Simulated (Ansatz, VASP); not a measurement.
Mg2C3 in VASP and in Ansatz

```
Mg C
1.0
     2.38702   -2.33941   -0.00634
     2.38702    2.33941   -0.00634
    -1.22536    0.00000    4.85842
Mg C
2 3
Direct
  0.80824 0.80824 0.19843
  0.19176 0.19176 0.80157
  0.29369 0.29369 0.26144
  0.68535 0.68535 0.73851
  0.48952 0.48952 0.49997
```

Change from the starting cell: all C atoms moved -0.050 Å, as atom 3 along Cartesian [1 0 0].

Alike in both runs: task single point; functional r2SCAN; k mesh 8 × 8 × 6; occupations gaussian, width 0.05 eV; no spin polarisation.

|  | VASP | Ansatz |
| --- | --- | --- |
| version | VASP 6.6.1 | Ansatz 0.2.0 |
| potentials or method | VASP PAW PBE potentials, release 64 (Mg, C), cutoff 520 eV | scalar-relativistic, plane waves, PAW |
| valence electrons in the cell | 16 | 32 |

VASP gave:

```
gap on the k mesh at the Fermi level (eV)                     : 1.88
least direct gap on the mesh (eV)                             : 2.65
pressure (GPa)                                                : -0.2
traceless stress, the component that is largest in VASP (GPa) : -0.44
rms of the force components (eV/Å)                            : 0.107
```

Problem. Which values does Ansatz return?

Solution. gap on the k mesh at the Fermi level (eV): 1.87; least direct gap on the mesh (eV): 2.65; pressure (GPa): 0.1; traceless stress, the component that is largest in VASP (GPa): -0.15; rms of the force components (eV/Å): 0.100.

VASP's potentials were made for PBE, not for r2SCAN. Atom by atom the forces differ by 0.042 eV/Å (rms over components). VASP's potentials hold 16 valence electrons a cell and Ansatz's 32, so a difference there can come from the potentials and not from the codes.
